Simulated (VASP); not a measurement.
# Sn in VASP: a series of runs

The runs below take Sn through single point, with PBEsol, PBE.

Program: VASP 6.6.1. These are calculated values, not measurements. Logs are shortened: lines on timing, memory, paths and dates and some standing lists are left out, and cuts for length are marked.

### Step 1. The cell of the first run

Symmetry: Immm, No. 71, orthorhombic system. Conventional cell: a = 3.453 Å, b = 3.551 Å, c = 4.677 Å, α = 90.00°, β = 90.00°, γ = 90.00°. Within 4.5 Å of Sn (site symmetry mmm) lie 12 Sn at 3.41 to 3.55 Å.

### Step 2. Single point, PBEsol

Input file INCAR:

```
ALGO = Fast ; EDIFF = 1E-7
ENCUT = 520 ; GGA = PS
ISIF = 2 ; ISMEAR = 0
LASPH = True ; LCHARG = False
LREAL = False ; LWAVE = False
NBANDS = 13 ; NELM = 80
PREC = Accurate ; SIGMA = 0.1
```

Input file KPOINTS:

```
k-points
0
Gamma
  8 8 8
```

Input file POSCAR:

```
Sn
1.0
   -1.7265390000      1.7755470000      2.3383420000
    1.7265390000     -1.7755470000      2.3383420000
    1.7265390000      1.7755470000     -2.3383420000
Sn
1
Direct
    0.0000000000      0.0000000000      0.0000000000
```

Potentials or basis: VASP PAW PBE potentials, release 64 (Sn_d).

Launch:

```sh
$ cat potpaw_PBE.64/Sn_d/POTCAR > POTCAR
$ mpirun -np 1 vasp_std > vasp.out
```

OUTCAR:

```text
EDIFF = 1E-7
   ENCUT = 520
   GGA = PS
   ISIF = 2
   ISMEAR = 0
   LASPH = True
   LREAL = False
   NELM = 80
   PREC = Accurate

 ion  position               nearest neighbor table
   1  0.000  0.000  0.000-

  LATTYP: Found a body centered orthorhombic cell.
 ALAT       =     3.4530780000
 B/A-ratio  =     1.0283851103
 C/A-ratio  =     1.3543522620

  Lattice vectors:

 A1 = (  -1.7265390000,   1.7755470000,   2.3383420000)
 A2 = (   1.7265390000,  -1.7755470000,   2.3383420000)
 A3 = (   1.7265390000,   1.7755470000,  -2.3383420000)

Analysis of symmetry for initial positions (statically):
=====================================================================
 Subroutine PRICEL returns:
 Original cell was already a primitive cell.

 Routine SETGRP: Setting up the symmetry group for a
 body centered orthorhombic supercell.

 Subroutine GETGRP returns: Found  8 space group operations
 (whereof  8 operations were pure point group operations)
 out of a pool of  8 trial point group operations.

The static configuration has the point symmetry D_2h.

Analysis of symmetry for dynamics (positions and initial velocities):
=====================================================================
 Subroutine PRICEL returns:
 Original cell was already a primitive cell.

 Routine SETGRP: Setting up the symmetry group for a
 body centered orthorhombic supercell.

 Subroutine GETGRP returns: Found  8 space group operations
 (whereof  8 operations were pure point group operations)
 out of a pool of  8 trial point group operations.

The dynamic configuration has the point symmetry D_2h.

 Subroutine INISYM returns: Found  8 space group operations
 (whereof  8 operations are pure point group operations),
 and found     1 'primitive' translations

----------------------------------------------------------------------------------------

                                     Primitive cell

  volume of cell :      28.6732

  direct lattice vectors                    reciprocal lattice vectors
    -1.726539000  1.775547000  2.338342000     0.000000000  0.281603359  0.213826720
     1.726539000 -1.775547000  2.338342000     0.289596702  0.000000000  0.213826720
     1.726539000  1.775547000 -2.338342000     0.289596702  0.281603359  0.000000000

  length of vectors
     3.406075069  3.406075069  3.406075069     0.353584952  0.359983494  0.403938983

  position of ions in fractional coordinates (direct lattice)
     0.000000000  0.000000000  0.000000000

  ion indices of the primitive-cell ions
   primitive index   ion index
                 1           1

----------------------------------------------------------------------------------------

 KPOINTS: k-points

Automatic generation of k-mesh.
 Grid dimensions read from file:
 generate k-points for:    8    8    8

 Generating k-lattice:

  Cartesian coordinates                     Fractional coordinates (reciprocal lattice)
     0.000000000  0.035200420  0.026728340     0.125000000  0.000000000 -0.000000000
     0.036199588  0.000000000  0.026728340     0.000000000  0.125000000  0.000000000
     0.036199588  0.035200420  0.000000000    -0.000000000  0.000000000  0.125000000

  Length of vectors
     0.044198119  0.044997937  0.050492373

  Shift w.r.t. Gamma in fractional coordinates (k-lattice)
     0.000000000  0.000000000  0.000000000

 Subroutine IBZKPT returns following result:
 ===========================================

 Found     95 irreducible k-points:

 Following reciprocal coordinates:
            Coordinates               Weight
  0.000000  0.000000  0.000000      1.000000
  0.125000  0.000000  0.000000      4.000000
  0.250000  0.000000  0.000000      4.000000
  0.375000  0.000000  0.000000      4.000000
  0.500000  0.000000  0.000000      2.000000
 -0.000000  0.125000  0.000000      4.000000
[... 16 lines left out ...]
  0.125000  0.375000  0.000000      8.000000
  0.250000  0.375000  0.000000      8.000000
 [... further k-points ...]
   k-points           NKPTS =     95   k-points in BZ     NKDIM =     95   number of bands    NBANDS=     13
   number of dos      NEDOS =    301   number of ions     NIONS =      1
   total plane-waves  NPLWV =  21952
   dimension x,y,z NGX =    28 NGY =   28 NGZ =   28
   dimension x,y,z NGXF=    56 NGYF=   56 NGZF=   56
   ions per type =               1
   NGX,Y,Z   is equivalent  to a cutoff of  13.67, 13.67, 13.67 a.u.
   NGXF,Y,Z  is equivalent  to a cutoff of  27.33, 27.33, 27.33 a.u.
 SYSTEM =  unknown system
   PREC   = accura    normal or accurate (medium, high low for compatibility)
   ISTART =      0    job   : 0-new  1-cont  2-samecut
   ICHARG =      2    charge: 1-file 2-atom 10-const
   ISPIN  =      1    spin polarized calculation?
   LNONCOLLINEAR =      F non collinear calculations
   LSORBIT =      F    spin-orbit coupling
   LASPH  =      T    aspherical Exc in radial PAW
   ENCUT  =  520.0 eV  38.22 Ry    6.18 a.u.   6.33  6.33  6.33*2*pi/ulx,y,z
   NELM   =     80;   NELMIN=  2; NELMDL= -5     # of ELM steps
   EDIFF  = 0.1E-06   stopping-criterion for ELM
   LREAL  =      F    real-space projection
   EDIFFG = 0.1E-05   stopping-criterion for IOM
   NSW    =      0    number of steps for IOM
   IBRION =     -1    ionic relax: 0-MD 1-quasi-New 2-CG
   NFREE  =      0    steps in history (QN), initial steepest desc. (CG)
   ISIF   =      2    stress and relaxation
   ISYM   =      2    0-nonsym 1-usesym 2-fastsym
   POTIM  = 0.5000    time-step for ionic-motion
   TEBEG  =    0.0;   TEEND  =   0.0 temperature during run
   PSTRESS=    0.0 pullay stress
   NELECT =      14.0000    total number of electrons
   NUPDOWN=      -1.0000    fix difference up-down
   EMIN   =  10.00;   EMAX   =-10.00  energy-range for DOS
   EFERMI =   0.00;   METHOD = LEGACY
   ISMEAR =     0;   SIGMA  =   0.10  broadening in eV -4-tet -1-fermi 0-gaus
   EFERMI_NEDOS =   21; number of points for ismear=-14 and -15
   IALGO  =     68    algorithm
   IMIX   =      4    mixing-type and parameters
     AMIX     =   0.40;   BMIX     =  1.00
     AMIX_MAG =   1.60;   BMIX_MAG =  1.00
  volume/ion in A,a.u.               =      28.67       193.50
  Fermi-wavevector in a.u.,A,eV,Ry     =   1.289116  2.436076 22.610433  1.661820
  Thomas-Fermi vector in A             =   2.421028
   LORBIT       =      0    0 simple, 1 ext, 2 COOP (PROOUT), +10 PAW based schemes
   GGA     = PS    functional components
   LHFCALC =     F    Hartree Fock is set to
   AEXX    =    0.0000 exact exchange contribution
   IVDW    =     0    specifies the selected vdW correction
   LEPSILON=     F    determine dielectric tensor
   LRPA    =     F    only Hartree local field effects (RPA)
 non-spin polarized calculation
 RMM-DIIS sequential band-by-band and
 Gauss-broadening in eV      SIGMA  =   0.10
  energy-cutoff  :      520.00
  volume of cell :       28.67
 maximum number of plane-waves:       797
 NGX is ok and might be reduce to    28
   NGX = 13   NGY = 13   NGZ = 13

 number of electron      13.9999998 magnetization

 Free energy of the ion-electron system (eV)
  ---------------------------------------------------
  ext. energy  EPLUGINS =         0.00000000
  ---------------------------------------------------
  free energy    TOTEN  =        -4.22265678 eV

  energy without entropy =       -4.21949576  energy(sigma->0) =       -4.22107627

 E-fermi :   7.4015     XC(G=0): -10.2540

 val. band max:        7.3860640525   @ k =   0.2500   0.2500   0.0000
 cond. band min:       7.4044044758   @ k =   0.5000   0.5000   0.2500
 fundamental gap:      0.0183404233
 Fermi energy:         7.4015034048

 k-point     1 :       0.0000    0.0000    0.0000
  band No.  band energies     occupation
      1     -14.0991      2.00000
      2     -14.0871      2.00000
      3     -14.0636      2.00000
      4     -14.0336      2.00000
      5     -14.0012      2.00000
      6      -3.4239      2.00000
      7      14.3665      0.00000
      8      14.5074      0.00000
      9      14.9110      0.00000
     10      17.9748      0.00000
     11      18.4883      0.00000
     12      18.9905      0.00000
     13      19.1554      0.00000

 k-point     2 :       0.1250    0.0000    0.0000
  band No.  band energies     occupation
      1     -14.0924      2.00000
      2     -14.0779      2.00000
      3     -14.0618      2.00000
      4     -14.0294      2.00000
      5     -14.0018      2.00000
      6      -3.1224      2.00000
      7      11.8117      0.00000
      8      14.2049      0.00000
      9      14.3835      0.00000
     10      17.1865      0.00000
     11      19.3289      0.00000
     12      19.7381      0.00000
     13      20.6412      0.00000

 k-point     3 :       0.2500    0.0000    0.0000
  band No.  band energies     occupation
      1     -14.0831      2.00000
      2     -14.0742      2.00000
      3     -14.0608      2.00000
      4     -14.0005      2.00000
      5     -13.9940      2.00000
      6      -2.2213      2.00000
      7       8.0938      0.00000
      8      13.4894      0.00000
      9      13.7629      0.00000
     10      16.8512      0.00000
     11      18.8131      0.00000
     12      18.8697      0.00000
     13      20.4767      0.00000
[... 305 lines left out ...]
 k-point    23 :       0.1250    0.3750    0.0000
  band No.  band energies     occupation
      1     -14.0902      2.00000
      2     -14.0698      2.00000
      3     -14.0456      2.00000
      4     -13.9693      2.00000
      5     -13.9581      2.00000
      6       0.2207      2.00000
      7       4.3177      2.00000
      8      10.0077      0.00000
      9      12.6763      0.00000
     10      16.2287      0.00000
     11      17.7360      0.00000
     12      19.4509      0.00000
     13      20.7570      0.00000

 k-point    24 :       0.2500    0.3750    0.0000
  band No.  band energies     occupation
      1     -14.1005      2.00000
      2     -14.0360      2.00000
      3     -14.0169      2.00000
      4     -13.9927      2.00000
      5     -13.9649      2.00000
      6       1.4175      2.00000
      7       4.3847      2.00000
      8       7.0493      2.00000
      9      11.4500      0.00000
     10      14.7539      0.00000
     11      20.0663      0.00000
     12      22.2440      0.00000
     13      23.0819      0.00000

 [... further k-points ...]

------------------------ aborting loop because EDIFF is reached ----------------------------------------

  FORCE on cell =-STRESS in cart. coord.  units (eV):
  Direction    XX          YY          ZZ          XY          YZ          ZX
  --------------------------------------------------------------------------------------
  -------------------------------------------------------------------------------------
  Total       -0.6754845     -0.5846209     -0.7843449     -0.0000000      0.0000000      0.0000000
  in kB      -37.7441270    -32.6669329    -43.8269311     -0.0000000      0.0000000      0.0000000
  external PRESSURE =     -38.0793303 kB  Pullay stress =       0.0000000 kB

 VOLUME and BASIS-vectors are now :
 -----------------------------------------------------------------------------
  energy-cutoff  :      520.00
  volume of cell :       28.67
      direct lattice vectors                 reciprocal lattice vectors
    -1.726539000  1.775547000  2.338342000     0.000000000  0.281603359  0.213826720
     1.726539000 -1.775547000  2.338342000     0.289596702  0.000000000  0.213826720
     1.726539000  1.775547000 -2.338342000     0.289596702  0.281603359  0.000000000

 POSITION                                       TOTAL-FORCE (eV/Angst)
 -----------------------------------------------------------------------------------
      0.00000      0.00000      0.00000         0.000000      0.000000      0.000000
 -----------------------------------------------------------------------------------
    total drift:                               -0.000000     -0.000000      0.000000

  FREE ENERGIE OF THE ION-ELECTRON SYSTEM (eV)
  ---------------------------------------------------
  free  energy   TOTEN  =        -4.2226567760 eV

  energy  without entropy=       -4.2194957551  energy(sigma->0) =       -4.22107627
```

Wall time 40 s (1 thread of Intel Xeon Platinum 8259CL at 2.50GHz (Skylake/Cascade Lake), shared host); peak memory 0.17 GiB.

Results:

```
Free energy            : -4.2227 eV
Pressure               : -3.8 GPa
Band gap on the k mesh : zero (band 7 reaches 14.37 eV, above the bottom of band 8 at 5.81 eV)
```

Stress tensor (GPa, compression positive):
```
-3.77  0.00  0.00
 0.00 -3.27  0.00
 0.00  0.00 -4.38
```

Levels at points of the mesh, in eV from the Fermi level:
```tsv
k point	band 4	band 5	band 6	band 7	band 8	band 9	band 10	band 11
(0.00, 0.00, 0.00)	-21.44	-21.40	-10.83	6.96	7.11	7.51	10.57	11.09
(0.50, 0.00, 0.00)	-21.36	-21.34	-6.90	-4.45	5.19	5.93	9.63	10.03
(0.00, 0.50, 0.00)	-21.35	-21.35	-6.65	-4.38	4.76	5.63	9.14	9.61
(0.50, 0.50, 0.00)	-21.35	-21.33	-5.28	-3.62	2.01	2.38	5.46	5.87
(0.50, 0.50, 0.50)	-21.33	-21.33	-4.52	-3.12	1.16	1.79	4.56	5.41
```

Caveat: the PAW data sets were made with another functional, which shifts forces and pressure a little; spin-orbit coupling is left out, which moves the levels of the heavy elements.

### Step 3. Single point, PBEsol

This run uses another cell than the first one, of 26.40 Å³/atom, 0.921 times its volume.

Input file INCAR:

```
PREC = Accurate
ENCUT = 520
EDIFF = 1E-6
ISMEAR = 0
SIGMA = 0.1
LREAL = F
LASPH = T
NELM = 100
ALGO = Fast
ISIF = 2
LWAVE = F
LCHARG = T
GGA = PS
LELF = T
LVHAR = T
NBANDS = 13
```

Input file KPOINTS:

```
regular mesh
0
Gamma
  16 16 16
```

Input file POSCAR:

```
Sn
1.0
   -1.7519687866      1.7521611072      2.1503531101
    1.7519687866     -1.7521611072      2.1503531101
    1.7519687866      1.7521611072     -2.1503531101
Sn
1
Direct
    0.0000000000      0.0000000000      0.0000000000
```

Potentials or basis: VASP PAW PBE potentials, release 64 (Sn_d).

Launch:

```sh
$ cat potpaw_PBE.64/Sn_d/POTCAR > POTCAR
$ mpirun -np 1 vasp_std > vasp.out
```

Run time: 1.9 min. Hardware: 1 thread of Intel Xeon Platinum 8259CL at 2.50GHz (Skylake/Cascade Lake), shared host; peak memory 0.3 GiB.

It converged, with:

| Property | Result |
| --- | --- |
| Free energy | -4.2386 eV |
| Pressure | 0.0 GPa |
| Band gap on the k mesh | zero (band 7 reaches 16.12 eV, above the bottom of band 8 at 5.97 eV) |

Levels at points of the mesh, in eV from the Fermi level:
| k point | band 4 | band 5 | band 6 | band 7 | band 8 | band 9 | band 10 | band 11 |
| --- | --- | --- | --- | --- | --- | --- | --- | --- |
| (0.00, 0.00, 0.00) | -21.36 | -21.29 | -11.32 | 7.84 | 8.13 | 8.13 | 10.93 | 12.10 |
| (0.50, 0.00, 0.00) | -21.28 | -21.23 | -6.76 | -4.73 | 4.86 | 6.49 | 9.44 | 9.70 |
| (0.00, 0.50, 0.00) | -21.28 | -21.23 | -6.76 | -4.72 | 4.86 | 6.49 | 9.43 | 9.70 |
| (0.50, 0.50, 0.00) | -21.26 | -21.20 | -5.52 | -4.12 | 2.46 | 3.36 | 6.37 | 6.59 |
| (0.50, 0.50, 0.50) | -21.22 | -21.22 | -3.42 | -2.68 | 0.94 | 0.94 | 4.26 | 4.94 |

Caveat: the PAW data sets were made with another functional, which shifts forces and pressure a little; spin-orbit coupling is left out, which moves the levels of the heavy elements.

### Step 4. Single point, PBE (functional PBE, strained)

Input file INCAR:

```
SYSTEM = Sn
  PREC = Accurate
  ENCUT = 520
  EDIFF = 1E-7
  ISMEAR = 0
  SIGMA = 0.1
  LREAL = .FALSE.
  LASPH = .TRUE.
  NELM = 80
  ALGO = Fast
  ISIF = 2
  LWAVE = .FALSE.
  LCHARG = .FALSE.
  GGA = PE
  NBANDS = 13
```

Input file KPOINTS:

```
regular mesh
0
G
  16 16 16
  0 0 0
```

Input file POSCAR:

```
Sn
1.0
   -1.6661791966      1.7134738769      2.2565935637
    1.6661791966     -1.7134738769      2.2565935637
    1.6661791966      1.7134738769     -2.2565935637
Sn
1
Direct
    0.0000000000      0.0000000000      0.0000000000
```

Launch:

```sh
$ cat potpaw_PBE.64/Sn_d/POTCAR > POTCAR
$ mpirun -np 1 vasp_std > vasp.out
```

Run time: 66 s. Hardware: 1 thread of Intel Xeon 6975P-C (Granite Rapids), shared host; peak memory 0.29 GiB.

The run converged. Its results:

| Quantity | Value |
| --- | --- |
| Free energy | -3.7556 eV |
| Pressure | 4.6 GPa |
| Band gap on the k mesh | zero (band 7 reaches 16.69 eV, above the bottom of band 8 at 6.58 eV) |

Stress tensor (GPa, compression positive):
```
5.25 0.00 0.00
0.00 4.16 0.00
0.00 0.00 4.47
```

Levels at points of the mesh, in eV from the Fermi level:
| k point | band 3 | band 4 | band 5 | band 6 | band 7 | band 8 | band 9 | band 10 | band 11 | band 12 |
| --- | --- | --- | --- | --- | --- | --- | --- | --- | --- | --- |
| (0.00, 0.00, 0.00) | -21.60 | -21.56 | -21.51 | -11.57 | 7.86 | 8.00 | 8.50 | 10.72 | 11.74 | 12.28 |
| (0.50, 0.00, 0.00) | -21.61 | -21.46 | -21.43 | -7.04 | -4.99 | 5.82 | 6.65 | 10.20 | 10.51 | 10.70 |
| (0.00, 0.50, 0.00) | -21.59 | -21.45 | -21.44 | -6.76 | -4.91 | 5.34 | 6.29 | 9.98 | 10.10 | 10.19 |
| (0.50, 0.50, 0.00) | -21.46 | -21.44 | -21.41 | -5.15 | -4.07 | 2.19 | 2.57 | 5.86 | 6.07 | 19.96 |
| (0.50, 0.50, 0.50) | -21.45 | -21.42 | -21.42 | -4.25 | -3.51 | 1.24 | 1.94 | 4.80 | 5.61 | 19.82 |

Caveat: the cell differs from its parent crystal (functional PBE, strained); spin-orbit coupling is left out, which moves the levels of the heavy elements.

[end of part 1 of 2]
